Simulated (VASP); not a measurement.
Write the native input for VASP 6.6.1 that does the following.

```yaml
Task: relaxation of cell and atoms
Functional: PBE
Potentials_or_basis: VASP PAW PBE potentials, release 64 (Pd)
Cutoff: 600 eV
k_mesh: 9 × 9 × 13
Occupations: fermi-dirac, width 0.05 eV
Spin: no spin polarisation
Target_pressure: 150 GPa
Dipole_correction: no
Further_INCAR_settings: ALGO = Normal; EDIFF = 1e-06; IBRION = 2; EDIFFG = -0.005; NSW = 60; ISIF = 3
```

The structure of Pd lies in POSCAR:

```
Pd
1.0
    3.9232469038      0.0000000000      0.0000000000
   -1.9616234519      3.3976314840      0.0000000000
    0.0000000000      0.0000000000      2.4324130803
Pd
3
Direct
    0.0000000000      0.0000000000      0.0000000000
    0.3333333333      0.6666666667      0.5000000000
    0.6666666667      0.3333333333      0.5000000000
```

This isn't the form of Pd at room conditions, which is fcc.

One way to write it, as run:

INCAR

```
SYSTEM = Pd
PREC = Accurate
ENCUT = 600
EDIFF = 1E-6
ISMEAR = -1
SIGMA = 0.05
LREAL = .False.
LASPH = .True.
NELM = 80
ALGO = Normal
ISIF = 3
LWAVE = .False.
LCHARG = .False.
GGA = PE
IBRION = 2
NSW = 60
EDIFFG = -0.005
PSTRESS = 1500.0
```

KPOINTS

```
regular mesh
0
Gamma
  9 9 13
  0 0 0
```

Potentials or basis: VASP PAW PBE potentials, release 64 (Pd).

Launch:

```sh
$ cat potpaw_PBE.64/Pd/POTCAR > POTCAR
$ mpirun -np 1 vasp_std > vasp.out
```

Results of the run:

```yaml
Relaxed_volume: 10.93 Å³/atom
Relaxed_cell: a = 3.995 Å, b = 3.995 Å, c = 2.373 Å, α = 90.00°, β = 90.00°, γ = 120.00°
Space_group_after_relaxing_to_0.1_Å: P6/mmm (No. 191)
Energy_change_on_relaxing_the_run_minimises_the_enthalpy: -154.8 meV/atom
Ionic_steps: 12
Pressure_after_relaxing: 149.9 GPa
Band_gap_on_the_k_mesh: zero (bands 15 and 16 overlap by 1.56 eV)
```

Caveat: the cell is relaxed towards a set pressure, so the run minimises the enthalpy, not the energy.

It took 5 min on 1 thread of AMD EPYC 7R13 Processor (Zen 3), on a shared host, peak memory 0.17 GiB.
